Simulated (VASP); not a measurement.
# TiO2 (P4_2/mnm) in VASP: further runs, part 2 of 2

VASP 6.6.1.

## 4. Single point, PBE+U (uniaxial strain along c: -1.5 %)

Contents of INCAR:

```
  PREC = Accurate
  ENCUT = 520
  EDIFF = 1E-6
  ISMEAR = 0
  SIGMA = 0.02
  LREAL = F
  LASPH = T
  NELM = 150
  ALGO = Normal
  ISIF = 2
  LWAVE = F
  LCHARG = F
  LMAXMIX = 4
  LDAU = T
  LDAUTYPE = 2
  LDAUL = 2 -1
  LDAUU = 4 0
  LDAUJ = 0 0
  LDAUPRINT = 1
  GGA = PE
  NBANDS = 33
```

Contents of KPOINTS:

```
Automatic mesh
0
Gamma
  6 6 10
```

Contents of POSCAR:

```
TiO2
1.0
    4.6577513222      0.0000000000      0.0000000000
    0.0000000000      4.6577513222      0.0000000000
    0.0000000000      0.0000000000      2.9610210096
Ti O
2 4
Direct
    0.5000000000      0.5000000000      0.0000000000
    0.0000000000      0.0000000000      0.5000000000
    0.6943530392      0.6943530392      0.5000000000
    0.8056469608      0.1943530392      0.0000000000
    0.1943530392      0.8056469608      0.0000000000
    0.3056469608      0.3056469608      0.5000000000
```

Potentials or basis: VASP PAW PBE potentials, release 64 (Ti_sv, O).

The run is started by

```
$ cat potpaw_PBE.64/Ti_sv/POTCAR potpaw_PBE.64/O/POTCAR > POTCAR
$ mpirun -np 1 vasp_std > vasp.out
```

OUTCAR:

```text
PREC = Accurate
   ENCUT = 520
   EDIFF = 1E-6
   ISMEAR = 0
   LREAL = F
   LASPH = T
   NELM = 150
   ISIF = 2
   GGA = PE

 ion  position               nearest neighbor table
   1  0.500  0.500  0.000-   3 1.96   6 1.96   3 1.96   6 1.96   5 2.01   4 2.01
   2  0.000  0.000  0.500-   4 1.96   5 1.96   4 1.96   5 1.96   3 2.01   6 2.01
   3  0.694  0.694  0.500-   1 1.96   1 1.96   2 2.01
   4  0.806  0.194  0.000-   2 1.96   2 1.96   1 2.01
   5  0.194  0.806  0.000-   2 1.96   2 1.96   1 2.01
   6  0.306  0.306  0.500-   1 1.96   1 1.96   2 2.01

  LATTYP: Found a simple tetragonal cell.
 ALAT       =     4.6577513222
 C/A-ratio  =     0.6357189993

  Lattice vectors:

 A1 = (   4.6577513222,   0.0000000000,   0.0000000000)
 A2 = (   0.0000000000,   4.6577513222,   0.0000000000)
 A3 = (   0.0000000000,   0.0000000000,   2.9610210096)

Analysis of symmetry for initial positions (statically):
=====================================================================
 Subroutine PRICEL returns:
 Original cell was already a primitive cell.

 Routine SETGRP: Setting up the symmetry group for a
 simple tetragonal supercell.

 Subroutine GETGRP returns: Found 16 space group operations
 (whereof  8 operations were pure point group operations)
 out of a pool of 16 trial point group operations.

The static configuration has the point symmetry D_2h.
 The point group associated with its full space group is D_4h.

Analysis of symmetry for dynamics (positions and initial velocities):
=====================================================================
 Subroutine PRICEL returns:
 Original cell was already a primitive cell.

 Routine SETGRP: Setting up the symmetry group for a
 simple tetragonal supercell.
[... 217 lines left out ...]
  o =  0.0983  v =  0.0000  0.0000  0.0000  0.0000  0.0000  0.0000 -0.7071  0.0000 -0.7071 -0.0000      0.0000  0.0000  0.0000  0.0000  0.0000  0.0000  0.0000  0.0000  0.0000  0.0000
  o =  0.2363  v = -0.8352  0.0000  0.5499  0.0000 -0.0000  0.0000  0.0000  0.0000  0.0000  0.0000      0.0000  0.0000  0.0000  0.0000  0.0000  0.0000  0.0000  0.0000  0.0000  0.0000
  o =  0.2363  v =  0.0000  0.0000  0.0000  0.0000  0.0000 -0.8352  0.0000  0.5499  0.0000 -0.0000      0.0000  0.0000  0.0000  0.0000  0.0000  0.0000  0.0000  0.0000  0.0000  0.0000
  o =  0.2735  v =  0.0000  0.0000  0.0000  0.0000  0.0000  0.0000  0.7071  0.0000 -0.7071  0.0000      0.0000  0.0000  0.0000  0.0000  0.0000  0.0000  0.0000  0.0000  0.0000  0.0000
  o =  0.2735  v =  0.0000  0.7071  0.0000 -0.7071  0.0000  0.0000  0.0000  0.0000  0.0000  0.0000      0.0000  0.0000  0.0000  0.0000  0.0000  0.0000  0.0000  0.0000  0.0000  0.0000

 number of electron      48.0000017 magnetization

 Free energy of the ion-electron system (eV)
  ---------------------------------------------------
  ext. energy  EPLUGINS =         0.00000000
  ---------------------------------------------------
  free energy    TOTEN  =       -48.41210652 eV

  energy without entropy =      -48.41210652  energy(sigma->0) =      -48.41210652

 E-fermi :   5.0049     XC(G=0): -11.2671

 val. band max:        4.8129619640   @ k =   0.0000   0.0000   0.0000
 cond. band min:       7.1564566511   @ k =   0.5000   0.5000   0.0000
 fundamental gap:      2.3434946871
 Fermi energy:         5.0049183297

 k-point     1 :       0.0000    0.0000    0.0000
  band No.  band energies     occupation
      1     -53.2018      2.00000
      2     -53.1886      2.00000
      3     -29.4298      2.00000
      4     -29.4298      2.00000
      5     -29.2992      2.00000
      6     -29.2992      2.00000
[... 853 lines left out ...]
     32       9.9308      0.00000
     33      11.0830      0.00000

 [... further k-points ...]

------------------------ aborting loop because EDIFF is reached ----------------------------------------

  FORCE on cell =-STRESS in cart. coord.  units (eV):
  Direction    XX          YY          ZZ          XY          YZ          ZX
  --------------------------------------------------------------------------------------
  -------------------------------------------------------------------------------------
  Total        1.8336279      1.8336279      4.4264192      0.0000000      0.0000000      0.0000000
  in kB       45.7327912     45.7327912    110.3999910      0.0000000      0.0000000      0.0000000
  external PRESSURE =      67.2885244 kB  Pullay stress =       0.0000000 kB

 VOLUME and BASIS-vectors are now :
 -----------------------------------------------------------------------------
  energy-cutoff  :      520.00
  volume of cell :       64.24
      direct lattice vectors                 reciprocal lattice vectors
     4.657751322  0.000000000  0.000000000     0.214695876  0.000000000  0.000000000
     0.000000000  4.657751322  0.000000000     0.000000000  0.214695876  0.000000000
     0.000000000  0.000000000  2.961021010     0.000000000  0.000000000  0.337721346

 POSITION                                       TOTAL-FORCE (eV/Angst)
 -----------------------------------------------------------------------------------
      2.32888      2.32888      0.00000         0.000000      0.000000      0.000000
      0.00000      0.00000      1.48051         0.000000      0.000000      0.000000
      3.23412      3.23412      1.48051         0.160806      0.160806     -0.000000
      3.75250      0.90525      0.00000        -0.160806      0.160806     -0.000000
      0.90525      3.75250      0.00000         0.160806     -0.160806      0.000000
      1.42363      1.42363      1.48051        -0.160806     -0.160806      0.000000
 -----------------------------------------------------------------------------------
    total drift:                                0.000000      0.000000     -0.000000

  FREE ENERGIE OF THE ION-ELECTRON SYSTEM (eV)
  ---------------------------------------------------
  free  energy   TOTEN  =       -48.4121065203 eV

  energy  without entropy=      -48.4121065203  energy(sigma->0) =      -48.41210652
```

Run time: 3.3 min. Hardware: 1 thread of Intel Xeon 8259CL, shared host; peak memory 0.24 GiB.

What came out:

| Item | Value |
| --- | --- |
| Free energy | -48.4121 eV |
| Pressure | 6.7 GPa |
| Largest force | 0.227 eV/Å |
| Band gap on the k mesh | 2.34 eV (least direct gap 2.35 eV) |

Forces on the atoms (eV/Å):
```
Ti   0.000  0.000  0.000
Ti   0.000  0.000  0.000
O    0.161  0.161  0.000
O   -0.161  0.161  0.000
O    0.161 -0.161  0.000
O   -0.161 -0.161  0.000
```

Eigenvalues of the final occupation matrices:
```tsv
site	spin	trace	eigenvalues
site 1 d	1	0.79	0.08 0.10 0.10 0.24 0.27
site 1 d	2	0.79	0.08 0.10 0.10 0.24 0.27
site 2 d	1	0.79	0.08 0.10 0.10 0.24 0.27
site 2 d	2	0.79	0.08 0.10 0.10 0.24 0.27
```

Caveat: the cell differs from its parent crystal (uniaxial strain along c: -1.5 %); the stress differs along the axes, from 5 to 11 GPa. A k mesh can miss the band edges.

## 5. Single point, PBE+U (uniaxial strain along c: -1.5 %, then relaxed in part)

Contents of INCAR:

```
SYSTEM = TiO2
ALGO     = Normal         ! electronic algorithm
EDIFF    = 1E-7           ! SCF threshold, eV
ENCUT    = 520            ! plane-wave cutoff, eV
GGA      = PE             ! functional
ISIF     = 2              ! what is computed and relaxed
ISMEAR   = 0              ! smearing method
LASPH    = .TRUE.         ! aspherical terms in the spheres
LCHARG   = .FALSE.        ! write CHGCAR
LDAU     = .TRUE.         ! DFT+U
LDAUJ    = 0 0          
LDAUL    = 2 -1           ! shell
LDAUPRINT= 1            
LDAUTYPE = 2            
LDAUU    = 4 0            ! U, eV
LMAXMIX  = 4              ! l up to which the mixer works
LREAL    = .FALSE.        ! projectors in reciprocal space
LWAVE    = .FALSE.        ! write WAVECAR
NBANDS   = 33             ! bands
NELM     = 150            ! most SCF steps
PREC     = Accurate       ! precision mode
SIGMA    = 0.02           ! smearing width, eV
```

Contents of KPOINTS:

```
k-points
0
G
  6 6 10
  0 0 0
```

Contents of POSCAR:

```
TiO2
1.0
    4.6639986977      0.0000000000      0.0000000000
    0.0000000000      4.6639986977      0.0000000000
    0.0000000000      0.0000000000      2.9610210096
Ti O
2 4
Direct
    0.5000000000      0.5000000000      0.0000000000
    0.0000000000      0.0000000000      0.5000000000
    0.6946267256      0.6946267256      0.5000000000
    0.8053732744      0.1946267256      0.0000000000
    0.1946267256      0.8053732744      0.0000000000
    0.3053732744      0.3053732744      0.5000000000
```

The run is started by

```
$ cat potpaw_PBE.64/Ti_sv/POTCAR potpaw_PBE.64/O/POTCAR > POTCAR
$ mpirun -np 1 vasp_std > vasp.out
```

Wall time 3.3 min (1 thread of Intel Xeon 8259CL, shared host); peak memory 0.24 GiB.

It converged, with:

```
Free energy            : -48.4183 eV
Pressure               : 6.0 GPa
Largest force          : 0.175 eV/Å
Band gap on the k mesh : 2.32 eV (least direct gap 2.34 eV)
```

Forces on the atoms (eV/Å):
```
Ti   0.000  0.000  0.000
Ti   0.000  0.000  0.000
O    0.124  0.124  0.000
O   -0.124  0.124  0.000
O    0.124 -0.124  0.000
O   -0.124 -0.124  0.000
```

Stress tensor (GPa, compression positive):
```
 3.85  0.00  0.00
 0.00  3.85  0.00
 0.00  0.00 10.42
```

Levels at points of the mesh, in eV from the valence-band top:
| k point | band 20 | band 21 | band 22 | band 23 | band 24 | band 25 | band 26 | band 27 | band 28 | band 29 |
| --- | --- | --- | --- | --- | --- | --- | --- | --- | --- | --- |
| (0.00, 0.00, 0.00) | -1.98 | -0.75 | -0.50 | -0.50 | 0.00 | 2.34 | 2.53 | 2.94 | 2.99 | 2.99 |
| (0.50, 0.00, 0.00) | -3.03 | -1.57 | -1.57 | -0.74 | -0.74 | 2.93 | 2.93 | 3.46 | 3.46 | 3.96 |
| (0.50, 0.50, 0.00) | -2.00 | -1.33 | -1.33 | -1.14 | -1.14 | 2.32 | 2.32 | 3.00 | 3.00 | 4.19 |
| (0.00, 0.00, 0.50) | -2.83 | -2.16 | -2.16 | -1.45 | -1.45 | 3.34 | 3.34 | 3.72 | 3.72 | 3.97 |
| (0.50, 0.00, 0.50) | -2.46 | -1.94 | -1.94 | -1.03 | -1.03 | 2.39 | 2.39 | 3.76 | 3.76 | 4.18 |
| (0.50, 0.50, 0.50) | -2.80 | -1.16 | -1.16 | -0.73 | -0.73 | 3.01 | 3.01 | 3.57 | 3.57 | 3.79 |

Eigenvalues of the final occupation matrices:
```csv
site,spin,trace,eigenvalues
site 1 d,1,0.79,0.08 0.10 0.10 0.24 0.27
site 1 d,2,0.79,0.08 0.10 0.10 0.24 0.27
site 2 d,1,0.79,0.08 0.10 0.10 0.24 0.27
site 2 d,2,0.79,0.08 0.10 0.10 0.24 0.27
```

Caveat: the cell differs from its parent crystal (uniaxial strain along c: -1.5 %, then relaxed in part); the stress differs along the axes, from 4 to 10 GPa.

## 6. Single point, PBE+U (biaxial strain in the a-b plane: +1.5 %, then relaxed in part)

Contents of INCAR:

```
SYSTEM = TiO2
PREC = Accurate
ENCUT = 520
EDIFF = 1E-7
ISMEAR = 0
SIGMA = 0.02
LREAL = .False.
LASPH = .True.
NELM = 150
ALGO = Normal
ISIF = 2
LWAVE = .False.
LCHARG = .True.
LMAXMIX = 4
LDAU = .True.
LDAUTYPE = 2
LDAUL = 2 -1
LDAUU = 4 0
LDAUJ = 0 0
LDAUPRINT = 1
GGA = PE
LELF = .True.
LVHAR = .True.
NBANDS = 33
```

Contents of KPOINTS:

```
Automatic mesh
0
Gamma
  6 6 10
  0 0 0
```

Contents of POSCAR:

```
TiO2
1.0
    4.7099552601      0.0000000000      0.0000000000
    0.0000000000      4.7099552601      0.0000000000
    0.0000000000      0.0000000000      2.9794452630
Ti O
2 4
Direct
    0.5000000000      0.5000000000      0.0000000000
    0.0000000000      0.0000000000      0.5000000000
    0.6934621982      0.6934621982      0.5000000000
    0.8065378018      0.1934621982      0.0000000000
    0.1934621982      0.8065378018      0.0000000000
    0.3065378018      0.3065378018      0.5000000000
```

Potentials or basis: VASP PAW PBE potentials, release 64 (Ti_sv, O).

The run is started by

```
$ cat potpaw_PBE.64/Ti_sv/POTCAR potpaw_PBE.64/O/POTCAR > POTCAR
$ mpirun -np 1 vasp_std > vasp.out
```

It took 60 s on 1 thread of Intel Xeon 6975P-C (Granite Rapids), shared host; peak memory 0.24 GiB.

The run converged. Its results:

| Quantity | Value |
| --- | --- |
| Free energy | -48.4436 eV |
| Pressure | 0.6 GPa |
| Largest force | 0.187 eV/Å |
| Band gap on the k mesh | 2.31 eV (least direct gap 2.32 eV) |

Forces in eV/Å, atoms in the order of the input:
```
Ti   0.000  0.000  0.000
Ti   0.000  0.000  0.000
O    0.132  0.132  0.000
O   -0.132  0.132  0.000
O    0.132 -0.132  0.000
O   -0.132 -0.132  0.000
```

Stress tensor (GPa, compression positive):
```
-1.27  0.00  0.00
 0.00 -1.27  0.00
 0.00  0.00  4.45
```

Levels at points of the mesh, in eV from the valence-band top:
| k point | band 20 | band 21 | band 22 | band 23 | band 24 | band 25 | band 26 | band 27 | band 28 | band 29 |
| --- | --- | --- | --- | --- | --- | --- | --- | --- | --- | --- |
| (0.00, 0.00, 0.00) | -1.91 | -0.73 | -0.47 | -0.47 | 0.00 | 2.32 | 2.52 | 2.92 | 2.94 | 2.94 |
| (0.50, 0.00, 0.00) | -2.92 | -1.50 | -1.50 | -0.71 | -0.71 | 2.89 | 2.89 | 3.37 | 3.37 | 3.88 |
| (0.50, 0.50, 0.00) | -1.92 | -1.29 | -1.29 | -1.08 | -1.08 | 2.31 | 2.31 | 2.95 | 2.95 | 4.10 |
| (0.00, 0.00, 0.50) | -2.76 | -2.03 | -2.03 | -1.42 | -1.42 | 3.25 | 3.25 | 3.64 | 3.64 | 3.89 |
| (0.50, 0.00, 0.50) | -2.41 | -1.89 | -1.89 | -0.97 | -0.97 | 2.37 | 2.37 | 3.67 | 3.67 | 4.08 |
| (0.50, 0.50, 0.50) | -2.74 | -1.08 | -1.08 | -0.73 | -0.73 | 2.94 | 2.94 | 3.52 | 3.52 | 3.71 |

Eigenvalues of the final occupation matrices:
```csv
site,spin,trace,eigenvalues
site 1 d,1,0.77,0.08 0.10 0.10 0.23 0.27
site 1 d,2,0.77,0.08 0.10 0.10 0.23 0.27
site 2 d,1,0.77,0.08 0.10 0.10 0.23 0.27
site 2 d,2,0.77,0.08 0.10 0.10 0.23 0.27
```

Caveat: the cell differs from its parent crystal (biaxial strain in the a-b plane: +1.5 %, then relaxed in part); the stress differs along the axes, from -1 to 4 GPa. A k mesh can miss the band edges.

## 7. The runs side by side

| cell | gap on the mesh (eV) | pressure (GPa) | largest force (eV/Å) |
| --- | --- | --- | --- |
| a = 4.687, b = 4.687, c = 2.916 Å, 6 atoms, atomic positions A | 2.34 | 8.2 | 0.20 |
| a = 4.658, b = 4.658, c = 2.961 Å, 6 atoms, atomic positions B | 2.34 | 6.7 | 0.23 |
| a = 4.664, b = 4.664, c = 2.961 Å, 6 atoms, atomic positions C | 2.32 | 6.0 | 0.18 |
| a = 4.710, b = 4.710, c = 2.979 Å, 6 atoms, atomic positions D | 2.31 | 0.6 | 0.19 |

Alike in all rows: task single point; level PBE+U; potentials or basis VASP PAW PBE potentials, release 64 (Ti_sv, O); no spin polarisation; Ti d U = 4.0 eV; k mesh 6 × 6 × 10; cutoff (eV) 520; smearing gaussian 0.02 eV.

Caveats: the stress differs along the axes, from 4 to 17 GPa (at least some runs); the stress differs along the axes, from 5 to 11 GPa (at least some runs); the stress differs along the axes, from 4 to 10 GPa (at least some runs); the stress differs along the axes, from -1 to 4 GPa (at least some runs).

Total energies depend on the potentials used, so only differences within one code and one set of settings carry meaning.
